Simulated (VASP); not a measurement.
# AlCu3 (P6_3/mmc) in VASP: further runs, part 2 of 2

VASP 6.6.1.

## (3) Single point, PBEsol

This run uses another cell than the first one, of 11.81 Å³/atom.

The input, INCAR:

```
SYSTEM = AlCu3
ALGO = Fast
EDIFF = 1E-6
ENCUT = 520
GGA = PS
ISIF = 2
ISMEAR = -1
LASPH = .True.
LCHARG = .False.
LREAL = .False.
LWAVE = .False.
NBANDS = 46
NELM = 60
PREC = Accurate
SIGMA = 0.15
```

The input, KPOINTS:

```
k-points
0
Gamma
  12 12 8
  0 0 0
```

The input, POSCAR:

```
AlCu3
1.0
    5.1222133614      0.0000000000      0.0000000000
   -2.5611066807      4.4359668945      0.0000000000
    0.0000000000      0.0000000000      4.1591952780
Al Cu
2 6
Direct
    0.6666666667      0.3333333333      0.2500000000
    0.3333333333      0.6666666667      0.7500000000
    0.3306555749      0.1653277875      0.7500000000
    0.8346722125      0.1653277875      0.7500000000
    0.8346722125      0.6693444251      0.7500000000
    0.6693444251      0.8346722125      0.2500000000
    0.1653277875      0.8346722125      0.2500000000
    0.1653277875      0.3306555749      0.2500000000
```

Potentials or basis: VASP PAW PBE potentials, release 64 (Al, Cu).

Command:

```sh
cat potpaw_PBE.64/Al/POTCAR potpaw_PBE.64/Cu/POTCAR > POTCAR
mpirun -np 1 vasp_std > vasp.out
```

OUTCAR:

```text
SYSTEM = AlCu3
   EDIFF = 1E-6
   ENCUT = 520
   GGA = PS
   ISIF = 2
   ISMEAR = -1
   LASPH = .True.
   LREAL = .False.
   NELM = 60
   PREC = Accurate

 ion  position               nearest neighbor table
   1  0.667  0.333  0.250-   4 2.56   4 2.56   5 2.56   5 2.56   3 2.56   3 2.56   7 2.56   6 2.56
                             6 2.56   7 2.56   8 2.56   8 2.56
   2  0.333  0.667  0.750-   7 2.56   7 2.56   8 2.56   8 2.56   6 2.56   6 2.56   4 2.56   3 2.56
                             3 2.56   4 2.56   5 2.56   5 2.56
   3  0.331  0.165  0.750-   5 2.54   4 2.54   8 2.54   8 2.54   7 2.54   7 2.54   1 2.56   1 2.56
                             2 2.56   2 2.56   5 2.58   4 2.58
   4  0.835  0.165  0.750-   5 2.54   3 2.54   6 2.54   6 2.54   8 2.54   8 2.54   1 2.56   1 2.56
                             2 2.56   2 2.56   5 2.58   3 2.58
   5  0.835  0.669  0.750-   3 2.54   4 2.54   6 2.54   6 2.54   7 2.54   7 2.54   1 2.56   1 2.56
                             2 2.56   2 2.56   4 2.58   3 2.58
   6  0.669  0.835  0.250-   8 2.54   7 2.54   5 2.54   5 2.54   4 2.54   4 2.54   2 2.56   2 2.56
                             1 2.56   1 2.56   8 2.58   7 2.58
   7  0.165  0.835  0.250-   8 2.54   6 2.54   3 2.54   3 2.54   5 2.54   5 2.54   2 2.56   2 2.56
                             1 2.56   1 2.56   8 2.58   6 2.58
[... 1382 lines left out ...]
     45      15.4173      0.00000
     46      15.7351      0.00000

 [... further k-points ...]

------------------------ aborting loop because EDIFF is reached ----------------------------------------

  FORCE on cell =-STRESS in cart. coord.  units (eV):
  Direction    XX          YY          ZZ          XY          YZ          ZX
  --------------------------------------------------------------------------------------
  -------------------------------------------------------------------------------------
  Total        1.5231777      1.5231777      1.5246453      0.0000000     -0.0000000      0.0000000
  in kB       25.8229516     25.8229516     25.8478323      0.0000000     -0.0000000      0.0000000
  external PRESSURE =      25.8312452 kB  Pullay stress =       0.0000000 kB

 VOLUME and BASIS-vectors are now :
 -----------------------------------------------------------------------------
  energy-cutoff  :      520.00
  volume of cell :       94.51
      direct lattice vectors                 reciprocal lattice vectors
     5.122213361  0.000000000  0.000000000     0.195228103  0.112714998  0.000000000
    -2.561106681  4.435966894  0.000000000     0.000000000  0.225429996  0.000000000
     0.000000000  0.000000000  4.159195278     0.000000000  0.000000000  0.240431125

 POSITION                                       TOTAL-FORCE (eV/Angst)
 -----------------------------------------------------------------------------------
      2.56111      1.47866      1.03980         0.000000      0.000000      0.000000
     -0.00000      2.95731      3.11940        -0.000000      0.000000      0.000000
      1.27027      0.73339      3.11940         0.000913      0.000527      0.000000
      3.85195      0.73339      3.11940        -0.000913      0.000527      0.000000
      2.56111      2.96919      3.11940         0.000000     -0.001055     -0.000000
      1.29084      3.70258      1.03980        -0.000913     -0.000527      0.000000
     -1.29084      3.70258      1.03980         0.000913     -0.000527     -0.000000
      0.00000      1.46678      1.03980         0.000000      0.001055      0.000000
 -----------------------------------------------------------------------------------
    total drift:                               -0.000000      0.000000     -0.000000

  FREE ENERGIE OF THE ION-ELECTRON SYSTEM (eV)
  ---------------------------------------------------
  free  energy   TOTEN  =       -35.7001488600 eV

  energy  without entropy=      -35.5195529419  energy(sigma->0) =      -35.60985090
```

OSZICAR:

```text
N       E                     dE             d eps       ncg     rms          rms(c)
DAV:   1     0.618777061624E+03    0.61878E+03   -0.30494E+04  8740   0.252E+03
DAV:   2     0.340685739846E+02   -0.58471E+03   -0.56690E+03  8740   0.460E+02
DAV:   3    -0.425077268339E+02   -0.76576E+02   -0.71983E+02  9244   0.211E+02
DAV:   4    -0.454094108240E+02   -0.29017E+01   -0.28741E+01 10766   0.562E+01
[... 10 lines left out ...]
RMM:  15    -0.357001497639E+02   -0.53914E-05   -0.59979E-05 10634   0.426E-02    0.118E-02
RMM:  16    -0.357001497903E+02   -0.26383E-07   -0.10631E-05  8910   0.260E-02    0.995E-03
RMM:  17    -0.357001476731E+02    0.21172E-05   -0.23878E-06  6053   0.118E-02    0.178E-02
RMM:  18    -0.357001487912E+02   -0.11181E-05   -0.16059E-06  5642   0.117E-02    0.174E-03
RMM:  19    -0.357001488600E+02   -0.68800E-07   -0.57052E-07  5432   0.746E-03
   1 F= -.35700149E+02 E0= -.35609851E+02  d E =-.180596E+00
```

stdout:

```text
POSCAR found type information on POSCAR AlCu
 POSCAR found :  2 types and       8 ions
 scaLAPACK will be used
 -----------------------------------------------------------------------------
|                                                                             |
|                                                                             |
|     You enforced a specific xc type in the INCAR file but a different       |
|     I HOPE YOU KNOW WHAT YOU ARE DOING!                                     |
|                                                                             |
 -----------------------------------------------------------------------------

 LDA part: xc-table for (Slater+PW92), standard interpolation
 POSCAR, INCAR and KPOINTS ok, starting setup
 FFT: planning ... GRIDC
 FFT: planning ... GRID_SOFT
 FFT: planning ... GRID
 WAVECAR not read
 entering main loop
```

Wall time 23 min (1 thread of Intel Xeon 8259CL, shared host); peak memory 0.43 GiB.

What came out:

```
Free energy            : -35.7001 eV
Pressure               : 2.6 GPa
Band gap on the k mesh : zero (bands 36 and 37 overlap by 2.64 eV)
```

Caveat: the PAW data sets were made with another functional, which shifts forces and pressure a little.

## (4) Single point, PBEsol

This run uses another cell than the first one, of 11.81 Å³/atom.

The input, INCAR:

```
  PREC = Accurate
  ENCUT = 520
  EDIFF = 1E-7
  ISMEAR = -1
  SIGMA = 0.15
  LREAL = F
  LASPH = T
  NELM = 80
  ALGO = Fast
  ISIF = 2
  LWAVE = F
  LCHARG = F
  GGA = PS
  NBANDS = 46
```

The input, KPOINTS:

```
Automatic mesh
0
Gamma
  12 12 8
```

POSCAR is that of step 3.

Command:

```sh
cat potpaw_PBE.64/Al/POTCAR potpaw_PBE.64/Cu/POTCAR > POTCAR
mpirun -np 1 vasp_std > vasp.out
```

Run time: 26 min. Hardware: 1 thread of Intel Xeon 8259CL, shared host; peak memory 0.43 GiB.

Results (log left out):

```
Free energy            : -35.7001 eV
Pressure               : 2.6 GPa
Band gap on the k mesh : zero (bands 36 and 37 overlap by 2.64 eV)
```

Levels at points of the mesh, in eV from the Fermi level:
| k point | band 32 | band 33 | band 34 | band 35 | band 36 | band 37 | band 38 | band 39 | band 40 | band 41 |
| --- | --- | --- | --- | --- | --- | --- | --- | --- | --- | --- |
| (0.00, 0.00, 0.00) | -2.19 | -1.83 | -1.35 | -1.35 | -0.78 | -0.05 | -0.05 | 1.66 | 4.84 | 5.78 |
| (0.50, 0.00, 0.00) | -2.32 | -2.30 | -1.30 | 0.58 | 1.05 | 1.91 | 2.63 | 3.33 | 3.70 | 3.93 |
| (0.00, 0.00, 0.50) | -2.23 | -1.32 | -1.32 | -1.32 | -1.32 | -0.88 | -0.88 | 2.61 | 2.61 | 2.61 |
| (0.50, 0.00, 0.50) | -2.38 | -2.35 | -2.35 | -0.92 | -0.92 | -0.66 | -0.66 | 5.36 | 5.36 | 6.10 |

Caveat: the PAW data sets were made with another functional, which shifts forces and pressure a little.

## (5) Single point, PBEsol

This run uses another cell than the first one, of 10.57 Å³/atom.

The input, INCAR:

```
SYSTEM = AlCu3
PREC = Accurate
ENCUT = 520
EDIFF = 1E-7
ISMEAR = 0
SIGMA = 0.1
LREAL = .FALSE.
LASPH = .TRUE.
NELM = 60
ALGO = Fast
ISIF = 2
LWAVE = .FALSE.
LCHARG = .FALSE.
GGA = PS
NBANDS = 46
```

The input, KPOINTS:

```
Automatic mesh
0
G
  12 12 8
  0 0 0
```

The input, POSCAR:

```
AlCu3
1.0
    4.9339768339      0.0000000000      0.0000000000
   -2.4669884170      4.2729492799      0.0000000000
    0.0000000000      0.0000000000      4.0124792715
Al Cu
2 6
Direct
    0.6666666667      0.3333333333      0.2500000000
    0.3333333333      0.6666666667      0.7500000000
    0.3312586424      0.1656293212      0.7500000000
    0.8343706788      0.1656293212      0.7500000000
    0.8343706788      0.6687413576      0.7500000000
    0.6687413576      0.8343706788      0.2500000000
    0.1656293212      0.8343706788      0.2500000000
    0.1656293212      0.3312586424      0.2500000000
```

Command:

```sh
cat potpaw_PBE.64/Al/POTCAR potpaw_PBE.64/Cu/POTCAR > POTCAR
mpirun -np 1 vasp_std > vasp.out
```

Wall time 5.2 min (1 thread of Intel Xeon 6975P-C (Granite Rapids), shared host); peak memory 0.4 GiB.

It converged, with:

* Free energy: -34.8101 eV
* Pressure: 25.5 GPa
* Band gap on the k mesh: zero (bands 36 and 37 overlap by 2.95 eV)

Forces in eV/Å, atoms in the order of the input:
```
Al   0.000  0.000  0.000
Al   0.000  0.000  0.000
Cu   0.003  0.001  0.000
Cu  -0.003  0.001  0.000
Cu   0.000 -0.003  0.000
Cu  -0.003 -0.001  0.000
Cu   0.003 -0.001  0.000
Cu   0.000  0.003  0.000
```

Levels at points of the mesh, in eV from the Fermi level:
| k point | band 33 | band 34 | band 35 | band 36 | band 37 | band 38 | band 39 | band 40 |
| --- | --- | --- | --- | --- | --- | --- | --- | --- |
| (0.00, 0.00, 0.00) | -2.13 | -1.45 | -1.45 | -0.82 | 0.02 | 0.02 | 2.06 | 5.26 |
| (0.50, 0.00, 0.00) | -2.52 | -1.37 | 0.45 | 1.11 | 2.17 | 2.89 | 3.63 | 3.98 |
| (0.00, 0.00, 0.50) | -1.53 | -1.53 | -1.53 | -1.53 | -1.10 | -1.10 | 2.92 | 2.92 |
| (0.50, 0.00, 0.50) | -2.58 | -2.58 | -1.02 | -1.02 | -0.70 | -0.70 | 5.59 | 5.59 |

Caveat: the cell stands under pressure; the PAW data sets were made with another functional, which shifts forces and pressure a little.

## (6) Summary

```tsv
cell	smearing	further INCAR settings	gap on the mesh (eV)	pressure (GPa)
a = 5.109, b = 5.109, c = 4.149 Å, angles 90.0, 90.0, 120.0°, 8 atoms, atomic positions A	fermi-dirac 0.15 eV	ALGO = Fast; EDIFF = 1e-06; NBANDS = 46	none	4.1
a = 5.122, b = 5.122, c = 4.159 Å, angles 90.0, 90.0, 120.0°, 8 atoms, atomic positions A	fermi-dirac 0.15 eV	ALGO = Fast; EDIFF = 1e-06; NBANDS = 46	none	2.6
a = 5.122, b = 5.122, c = 4.159 Å, angles 90.0, 90.0, 120.0°, 8 atoms, atomic positions A	fermi-dirac 0.15 eV	ALGO = Fast; EDIFF = 1e-07; NBANDS = 46	none	2.6
a = 4.934, b = 4.934, c = 4.012 Å, angles 90.0, 90.0, 120.0°, 8 atoms, atomic positions B	gaussian 0.1 eV	ALGO = Fast; EDIFF = 1e-07; NBANDS = 46	none	25.5
```

Alike in all rows: task single point; level PBEsol; potentials or basis VASP PAW PBE potentials, release 64 (Al, Cu); no spin polarisation; k mesh 12 × 12 × 8; cutoff (eV) 520.

Caveats: the PAW data sets were made with another functional, which shifts forces and pressure a little; the cell stands under pressure (at least some runs).

Total energies depend on the potentials used, so only differences within one code and one set of settings carry meaning.
